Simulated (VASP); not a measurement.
# SnO (Cmce) in VASP: single point with PBE

Aim: the single point of SnO with PBE.

Everything below comes from runs of VASP 6.6.1. Logs are shortened: lines on timing, memory, paths and dates and some standing lists are left out, and cuts for length are marked.

### 1 The cell of the first run

Symmetry: Cmce, No. 64, orthorhombic system. The conventional cell has a = 5.474 Å, b = 5.476 Å, c = 10.222 Å, α = 90.00°, β = 90.00°, γ = 90.00°. Sn (site symmetry m) has 4 O at 2.25 to 2.26 Å within 3.0 Å. Within 3.0 Å of O (site symmetry 2) lie 4 Sn at 2.25 to 2.26 Å and 4 O at 2.74 Å.

### 2 Single point, PBE

File INCAR:

```
PREC = Accurate
ENCUT = 520
EDIFF = 1E-6
ISMEAR = 0
SIGMA = 0.1
LREAL = F
LASPH = T
NELM = 60
ALGO = Normal
ISIF = 2
LWAVE = F
LCHARG = F
GGA = PE
NBANDS = 50
```

File KPOINTS:

```
regular mesh
0
Gamma
  4 4 2
```

File POSCAR:

```
SnO
1.0
    2.7369120100     -2.7377960700      0.0000000000
    2.7369120100      2.7377960700      0.0000000000
    0.0000000000      0.0000000000     10.2219600700
Sn O
4 4
Direct
    0.7365469900      0.2634530100      0.8638579900
    0.2634530100      0.7365469900      0.1361420100
    0.7634530100      0.2365469900      0.3638579900
    0.2365469900      0.7634530100      0.6361420100
    0.2619440000      0.2380560000      0.2500000000
    0.7380560000      0.7619440000      0.7500000000
    0.2380560000      0.2619440000      0.7500000000
    0.7619440000      0.7380560000      0.2500000000
```

Potentials or basis: VASP PAW PBE potentials, release 64 (Sn_d, O).

The run is started by

```bash
$ cat potpaw_PBE.64/Sn_d/POTCAR potpaw_PBE.64/O/POTCAR > POTCAR
$ mpirun -np 1 vasp_std > vasp.out
```

OUTCAR:

```text
PREC = Accurate
   ENCUT = 520
   EDIFF = 1E-6
   ISMEAR = 0
   LREAL = F
   LASPH = T
   NELM = 60
   ISIF = 2
   GGA = PE

 ion  position               nearest neighbor table
   1  0.737  0.263  0.864-   6 2.25   7 2.25   7 2.26   6 2.26   4 3.59   4 3.59   4 3.59   4 3.59

   2  0.263  0.737  0.136-   5 2.25   8 2.25   5 2.26   8 2.26   3 3.59   3 3.59   3 3.59   3 3.59

   3  0.763  0.237  0.364-   5 2.25   8 2.25   8 2.26   5 2.26   2 3.59   2 3.59   2 3.59   2 3.59

   4  0.237  0.763  0.636-   6 2.25   7 2.25   6 2.26   7 2.26   1 3.59   1 3.59   1 3.59   1 3.59

   5  0.262  0.238  0.250-   2 2.25   3 2.25   3 2.26   2 2.26
   6  0.738  0.762  0.750-   1 2.25   4 2.25   1 2.26   4 2.26
   7  0.238  0.262  0.750-   1 2.25   4 2.25   4 2.26   1 2.26
   8  0.762  0.738  0.250-   2 2.25   3 2.25   2 2.26   3 2.26

  LATTYP: Found a base centered orthorhombic cell.
 ALAT       =     5.4738240200
 B/A-ratio  =     1.0003230137
 C/A-ratio  =     1.8674257763

  Lattice vectors:

 A1 = (   2.7369120100,  -2.7377960700,   0.0000000000)
 A2 = (   2.7369120100,   2.7377960700,   0.0000000000)
 A3 = (   0.0000000000,   0.0000000000,  10.2219600700)

Analysis of symmetry for initial positions (statically):
=====================================================================
 Subroutine PRICEL returns:
 Original cell was already a primitive cell.

 Routine SETGRP: Setting up the symmetry group for a
 base centered orthorhombic supercell.

 Subroutine GETGRP returns: Found  8 space group operations
 (whereof  4 operations were pure point group operations)
 out of a pool of  8 trial point group operations.

The static configuration has the point symmetry C_2h.
 The point group associated with its full space group is D_2h.

Analysis of symmetry for dynamics (positions and initial velocities):
=====================================================================
 Subroutine PRICEL returns:
 Original cell was already a primitive cell.

 Routine SETGRP: Setting up the symmetry group for a
 base centered orthorhombic supercell.

 Subroutine GETGRP returns: Found  8 space group operations
 (whereof  4 operations were pure point group operations)
 out of a pool of  8 trial point group operations.

The dynamic configuration has the point symmetry C_2h.
 The point group associated with its full space group is D_2h.

 Subroutine INISYM returns: Found  8 space group operations
 (whereof  4 operations are pure point group operations),
 and found     1 'primitive' translations

----------------------------------------------------------------------------------------

                                     Primitive cell

  volume of cell :     153.1885

  direct lattice vectors                    reciprocal lattice vectors
     2.736912010 -2.737796070  0.000000000     0.182687641 -0.182628650  0.000000000
     2.736912010  2.737796070  0.000000000     0.182687641  0.182628650  0.000000000
     0.000000000  0.000000000 10.221960070     0.000000000  0.000000000  0.097828596

  length of vectors
     3.871203259  3.871203259 10.221960070     0.258317630  0.258317630  0.097828596

  position of ions in fractional coordinates (direct lattice)
     0.736546990  0.263453010  0.863857990
     0.263453010  0.736546990  0.136142010
     0.763453010  0.236546990  0.363857990
     0.236546990  0.763453010  0.636142010
     0.261944000  0.238056000  0.250000000
     0.738056000  0.761944000  0.750000000
     0.238056000  0.261944000  0.750000000
     0.761944000  0.738056000  0.250000000

  ion indices of the primitive-cell ions
   primitive index   ion index
                 1           1
                 2           2
                 3           3
                 4           4
                 5           5
                 6           6
                 7           7
                 8           8

----------------------------------------------------------------------------------------

 KPOINTS: regular mesh

Automatic generation of k-mesh.
 Grid dimensions read from file:
 generate k-points for:    4    4    2

 Generating k-lattice:

  Cartesian coordinates                     Fractional coordinates (reciprocal lattice)
     0.045671910 -0.045657162  0.000000000     0.250000000 -0.000000000  0.000000000
     0.045671910  0.045657162  0.000000000    -0.000000000  0.250000000  0.000000000
     0.000000000  0.000000000  0.048914298     0.000000000  0.000000000  0.500000000

  Length of vectors
     0.064579408  0.064579408  0.048914298

  Shift w.r.t. Gamma in fractional coordinates (k-lattice)
     0.000000000  0.000000000  0.000000000

 Subroutine IBZKPT returns following result:
 ===========================================

 Found     14 irreducible k-points:

 Following reciprocal coordinates:
            Coordinates               Weight
  0.000000  0.000000  0.000000      1.000000
  0.250000  0.000000  0.000000      4.000000
  0.500000  0.000000  0.000000      2.000000
  0.250000  0.250000  0.000000      2.000000
  0.500000  0.250000  0.000000      4.000000
 -0.250000  0.250000  0.000000      2.000000
  0.500000  0.500000  0.000000      1.000000
  0.000000  0.000000  0.500000      1.000000
  0.250000  0.000000  0.500000      4.000000
  0.500000  0.000000  0.500000      2.000000
  0.250000  0.250000  0.500000      2.000000
  0.500000  0.250000  0.500000      4.000000
 -0.250000  0.250000  0.500000      2.000000
  0.500000  0.500000  0.500000      1.000000
   k-points           NKPTS =     14   k-points in BZ     NKDIM =     14   number of bands    NBANDS=     50
   number of dos      NEDOS =    301   number of ions     NIONS =      8
   total plane-waves  NPLWV =  72000
   dimension x,y,z NGX =    30 NGY =   30 NGZ =   80
   dimension x,y,z NGXF=    60 NGYF=   60 NGZF=  160
   ions per type =               4   4
   NGX,Y,Z   is equivalent  to a cutoff of  12.88, 12.88, 13.01 a.u.
   NGXF,Y,Z  is equivalent  to a cutoff of  25.77, 25.77, 26.02 a.u.
 SYSTEM =  unknown system
   PREC   = accura    normal or accurate (medium, high low for compatibility)
   ISTART =      0    job   : 0-new  1-cont  2-samecut
   ICHARG =      2    charge: 1-file 2-atom 10-const
   ISPIN  =      1    spin polarized calculation?
   LNONCOLLINEAR =      F non collinear calculations
   LSORBIT =      F    spin-orbit coupling
   LASPH  =      T    aspherical Exc in radial PAW
   ENCUT  =  520.0 eV  38.22 Ry    6.18 a.u.   7.20  7.20 19.01*2*pi/ulx,y,z
   NELM   =     60;   NELMIN=  2; NELMDL= -5     # of ELM steps
   EDIFF  = 0.1E-05   stopping-criterion for ELM
   LREAL  =      F    real-space projection
   EDIFFG = 0.1E-04   stopping-criterion for IOM
   NSW    =      0    number of steps for IOM
   IBRION =     -1    ionic relax: 0-MD 1-quasi-New 2-CG
   NFREE  =      0    steps in history (QN), initial steepest desc. (CG)
   ISIF   =      2    stress and relaxation
   ISYM   =      2    0-nonsym 1-usesym 2-fastsym
   POTIM  = 0.5000    time-step for ionic-motion
   TEBEG  =    0.0;   TEEND  =   0.0 temperature during run
   PSTRESS=    0.0 pullay stress
   NELECT =      80.0000    total number of electrons
   NUPDOWN=      -1.0000    fix difference up-down
   EMIN   =  10.00;   EMAX   =-10.00  energy-range for DOS
   EFERMI =   0.00;   METHOD = LEGACY
   ISMEAR =     0;   SIGMA  =   0.10  broadening in eV -4-tet -1-fermi 0-gaus
   EFERMI_NEDOS =   21; number of points for ismear=-14 and -15
   IALGO  =     38    algorithm
   IMIX   =      4    mixing-type and parameters
     AMIX     =   0.40;   BMIX     =  1.00
     AMIX_MAG =   1.60;   BMIX_MAG =  1.00
  volume/ion in A,a.u.               =      19.15       129.22
  Fermi-wavevector in a.u.,A,eV,Ry     =   1.318346  2.491313 23.647423  1.738037
  Thomas-Fermi vector in A             =   2.448323
   LORBIT       =      0    0 simple, 1 ext, 2 COOP (PROOUT), +10 PAW based schemes
   GGA     = PE    functional components
   LHFCALC =     F    Hartree Fock is set to
   AEXX    =    0.0000 exact exchange contribution
   IVDW    =     0    specifies the selected vdW correction
   LEPSILON=     F    determine dielectric tensor
   LRPA    =     F    only Hartree local field effects (RPA)
 non-spin polarized calculation
 Gauss-broadening in eV      SIGMA  =   0.10
  energy-cutoff  :      520.00
  volume of cell :      153.19
 maximum number of plane-waves:      4172
 NGX is ok and might be reduce to    30
   NGX = 15   NGY = 15   NGZ = 39

 number of electron      80.0000000 magnetization

 Free energy of the ion-electron system (eV)
  ---------------------------------------------------
  ext. energy  EPLUGINS =         0.00000000
  ---------------------------------------------------
  free energy    TOTEN  =       -45.43198327 eV

  energy without entropy =      -45.43198065  energy(sigma->0) =      -45.43198196

 E-fermi :   6.2885     XC(G=0):  -9.7634

 val. band max:        6.0197978504   @ k =   0.0000   0.0000   0.0000
 cond. band min:       6.5615871157   @ k =   0.5000   0.5000   0.0000
 fundamental gap:      0.5417892654
 Fermi energy:         6.2885418666

 k-point     1 :       0.0000    0.0000    0.0000
  band No.  band energies     occupation
      1     -15.6978      2.00000
      2     -15.6896      2.00000
      3     -15.3536      2.00000
      4     -15.3452      2.00000
      5     -15.3382      2.00000
      6     -15.3374      2.00000
[... 42 lines left out ...]
     49      11.4672      0.00000
     50      11.4971      0.00000

 k-point     2 :       0.2500    0.0000    0.0000
  band No.  band energies     occupation
      1     -15.6681      2.00000
      2     -15.6646      2.00000
      3     -15.4197      2.00000
      4     -15.4046      2.00000
      5     -15.3346      2.00000
      6     -15.3304      2.00000
[... 628 lines left out ...]
 k-point    14 :       0.5000    0.5000    0.5000
  band No.  band energies     occupation
      1     -15.6264      2.00000
      2     -15.6264      2.00000
      3     -15.6263      2.00000
      4     -15.6263      2.00000
      5     -15.3239      2.00000
      6     -15.3239      2.00000
[... 42 lines left out ...]
     49      11.4140      0.00000
     50      11.4406      0.00000

------------------------ aborting loop because EDIFF is reached ----------------------------------------

  FORCE on cell =-STRESS in cart. coord.  units (eV):
  Direction    XX          YY          ZZ          XY          YZ          ZX
  --------------------------------------------------------------------------------------
  -------------------------------------------------------------------------------------
  Total       -0.1342946     -0.1284876     -0.1835822      0.0000000      0.0000000      0.0000000
  in kB       -1.4045689     -1.3438338     -1.9200610      0.0000000      0.0000000      0.0000000
  external PRESSURE =      -1.5561546 kB  Pullay stress =       0.0000000 kB

 VOLUME and BASIS-vectors are now :
 -----------------------------------------------------------------------------
  energy-cutoff  :      520.00
  volume of cell :      153.19
      direct lattice vectors                 reciprocal lattice vectors
     2.736912010 -2.737796070  0.000000000     0.182687641 -0.182628650  0.000000000
     2.736912010  2.737796070  0.000000000     0.182687641  0.182628650  0.000000000
     0.000000000  0.000000000 10.221960070     0.000000000  0.000000000  0.097828596

 POSITION                                       TOTAL-FORCE (eV/Angst)
 -----------------------------------------------------------------------------------
      2.73691     -1.29523      8.83032         0.000000     -0.048264     -0.013696
      2.73691      1.29523      1.39164         0.000000      0.048264      0.013696
      2.73691     -1.44256      3.71934         0.000000      0.048264     -0.013696
      2.73691      1.44256      6.50262         0.000000     -0.048264      0.013696
      1.36846     -0.06540      2.55549         0.000000     -0.001129      0.000000
      4.10537      0.06540      7.66647         0.000000      0.001129      0.000000
      1.36846      0.06540      7.66647         0.000000      0.001129     -0.000000
      4.10537     -0.06540      2.55549         0.000000     -0.001129      0.000000
 -----------------------------------------------------------------------------------
    total drift:                               -0.000000     -0.000000      0.000000

  FREE ENERGIE OF THE ION-ELECTRON SYSTEM (eV)
  ---------------------------------------------------
  free  energy   TOTEN  =       -45.4319832673 eV

  energy  without entropy=      -45.4319806545  energy(sigma->0) =      -45.43198196
```

It took 4.1 min on 1 thread of Intel Xeon 8259CL, shared host; peak memory 0.3 GiB.

Results:

| Quantity | Value |
| --- | --- |
| Free energy | -45.4320 eV |
| Pressure | -0.2 GPa |
| Largest force | 0.050 eV/Å |
| Band gap on the k mesh | 0.54 eV |

Forces on the atoms (eV/Å):
```
Sn   0.000 -0.048 -0.014
Sn   0.000  0.048  0.014
Sn   0.000  0.048 -0.014
Sn   0.000 -0.048  0.014
O    0.000 -0.001  0.000
O    0.000  0.001  0.000
O    0.000  0.001  0.000
O    0.000 -0.001  0.000
```

Caveat: spin-orbit coupling is left out, which moves the levels of the heavy elements. A hybrid or GW would open this gap; PBE tends to underestimate it.
